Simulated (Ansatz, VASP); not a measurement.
One calculation of Sb, two programs

File INCAR:

```
SYSTEM = Sb
ALGO = Normal ; EDIFF = 1E-7
ENCUT = 520 ; GGA = PE
ISIF = 2 ; ISMEAR = -1
LASPH = .TRUE. ; LCHARG = .TRUE.
LELF = .TRUE. ; LREAL = .FALSE.
LVHAR = .TRUE. ; LWAVE = .FALSE.
NBANDS = 12 ; NELM = 60
PREC = Accurate ; SIGMA = 0.05
```

KPOINTS

```
k-points
0
G
  12 12 7
  0 0 0
```

Contents of POSCAR:

```
Sb
1.0
    3.4026901813      0.0000000000      0.0000000000
   -1.7013450907      2.9468161382      0.0000000000
    0.0000000000      0.0000000000      5.3300000000
Sb
2
Direct
    0.3333333333      0.6666666667      0.2500000000
    0.6666666667      0.3333333333      0.7500000000
```

Input for Ansatz:

```yaml
crystal:
  lattice:
    - [3.4026901813, 0.0, 0.0]
    - [-1.7013450907, 2.9468161382, 0.0]
    - [0.0, 0.0, 5.33]
  atoms:
    - { symbol: Sb, position: [0.3333333333, 0.6666666667, 0.25] }
    - { symbol: Sb, position: [0.6666666667, 0.3333333333, 0.75] }
kpoints:
  mp_grid: { grid: [12, 12, 7] }
  band_path:
    path:
      - [0.0, 0.0, 0.0]
      - [0.5, 0.0, 0.0]
      - [0.3333333333, 0.3333333333, 0.0]
      - [0.0, 0.0, 0.0]
      - [0.0, 0.0, 0.5]
      - [0.5, 0.0, 0.5]
      - [0.3333333333, 0.3333333333, 0.5]
      - [0.0, 0.0, 0.5]
      - [0.5, 0.0, 0.5]
    npoints: 5
scf:
  occupations: { method: fermi_dirac, width: 0.05 }
hamiltonian:
  xc: pbe
  pseudopotentials: { kind: all_electron, lapw: { basis_error: 0.0005 } }
output:
  forces: true
  stress: true
  eigenvalues: true
```

Change from the starting cell: equal xx and yy strain of +1 %.

Alike in both runs: task single point; functional PBE; k mesh 12 × 12 × 7; occupations fermi-dirac, width 0.05 eV; no spin polarisation.

|  | VASP | Ansatz |
| --- | --- | --- |
| version | VASP 6.6.1 | Ansatz 0.2.0 |
| potentials or method | VASP PAW PBE potentials, release 64 (Sb), cutoff 520 eV | all-electron LAPW, scalar-relativistic |

```csv
,VASP,Ansatz,Ansatz less VASP
pressure (GPa),1.5,1.6,+0.14
"traceless stress, the component that is largest in VASP (GPa)",-0.53,-0.52,+0.005
```

Ansatz ran all-electron here, and VASP with PAW potentials.

Neither program's run includes spin-orbit coupling.
